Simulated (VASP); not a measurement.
Set up this calculation in VASP 6.6.1, as the native input.

* Task: relaxation of cell and atoms
* Functional: PBE
* Dispersion: D3(BJ)
* Potentials or basis: VASP PAW PBE potentials, release 64 (Au)
* Cutoff: 600 eV
* k mesh: 18 × 18 × 18
* Occupations: gaussian, width 0.1 eV
* Spin: no spin polarisation
* Dipole correction: no
* Further INCAR settings: ALGO = Normal; EDIFF = 1e-06; IBRION = 2; EDIFFG = -0.005; NSW = 100; ISIF = 3

The structure of Au lies in POSCAR:

```
Au
1.0
    0.0000000000      2.0455000000      2.0455000000
    2.0455000000      0.0000000000      2.0455000000
    2.0455000000      2.0455000000      0.0000000000
Au
1
Direct
    0.0000000000      0.0000000000      0.0000000000
```

The input as run:

INCAR

```
SYSTEM = Au
PREC = Accurate ; ENCUT = 600
EDIFF = 1E-6 ; ISMEAR = 0
SIGMA = 0.1 ; LREAL = .False.
LASPH = .True. ; NELM = 100
ALGO = Normal ; ISIF = 3
LWAVE = .False. ; LCHARG = .False.
GGA = PE ; IVDW = 12
IBRION = 2 ; NSW = 100
EDIFFG = -0.005
```

KPOINTS

```
Automatic mesh
0
Gamma
  18 18 18
  0 0 0
```

Potentials or basis: VASP PAW PBE potentials, release 64 (Au).

Run with:

```bash
$ cat potpaw_PBE.64/Au/POTCAR > POTCAR
$ mpirun -np 1 vasp_std > vasp.out
```

Results of the run:

- Relaxed volume: 17.25 Å³/atom
- Relaxed cell: a = 2.900 Å, b = 2.900 Å, c = 2.900 Å, α = 60.00°, β = 60.00°, γ = 60.00°
- Space group after relaxing (to 0.05 Å): Fm-3m (No. 225)
- Energy gained by relaxing: 0.5 meV/atom
- Ionic steps: 3
- Pressure after relaxing: 0.0 GPa
- Dispersion energy per atom: -0.657 eV

Caveat: pairwise dispersion overbinds metals, which lowers pressure and volume.

It took 17 s on 1 thread of Intel(R) Xeon(R) 6975P-C (Granite Rapids) (shared host), peak memory 0.18 GiB.
